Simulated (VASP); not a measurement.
# MnS: single point with revPBE

The system is MnS.

```
CELL_PARAMETERS angstrom
0.00000 2.60092 2.60092
2.60092 0.00000 2.60092
2.60092 2.60092 0.00000
ATOMIC_POSITIONS crystal
Mn 0.00000 0.00000 0.00000
S 0.50000 0.50000 0.50000
```

```yaml
Program: VASP 6.6.1
Task: single point
Functional: revPBE
Potentials_or_basis: VASP PAW PBE potentials, release 64 (Mn_pv, S)
Cutoff: 520 eV
k_mesh: 9 × 9 × 9
Occupations: fermi-dirac, width 0.05 eV
Spin: collinear spin, ferromagnetic start
Starting_moments: "[4.0, 0.0] μB"
Dipole_correction: no
Further_INCAR_settings: ALGO = Normal; EDIFF = 1e-06; NBANDS = 20
```

```
Pressure                                              : -0.1 GPa
Net moment                                            : 4.75 μB per cell
Site moments                                          : Mn +4.29; S +0.11 μB
Valence electrons inside the program's atomic spheres : Mn 11.30; S 3.75
```

Levels at points of the mesh, in eV from the Fermi level:
Spin up:
```csv
k point,band 8,band 9,band 10,band 11,band 12,band 13,band 14,band 15,band 16,band 17
"(0.00, 0.00, 0.00)",-3.35,-3.35,-1.90,-1.90,-1.90,1.78,8.56,8.56,8.56,10.65
```
Spin down:
```
           k point  band 3  band 4  band 5  band 6  band 7  band 8  band 9  band 10  band 11  band 12
(0.00, 0.00, 0.00)  -46.21  -14.32   -1.68   -1.68   -1.68    0.38    0.38     0.38     0.40     0.40
```

Wall time 23 s on 1 thread of Intel(R) Xeon(R) 6975P-C (Granite Rapids) (shared host), peak memory 0.19 GiB.

Caveat: the PAW data sets were made with another functional, which shifts forces and pressure a little; a cell with one magnetic atom can't hold antiferromagnetic order, which such compounds often take; semilocal functionals often make such compounds metallic where correlation or magnetic order opens a gap, which also shifts bond lengths. With open d or f shells a metallic result of revPBE can be an artefact of self-interaction; +U or a hybrid may open a gap.
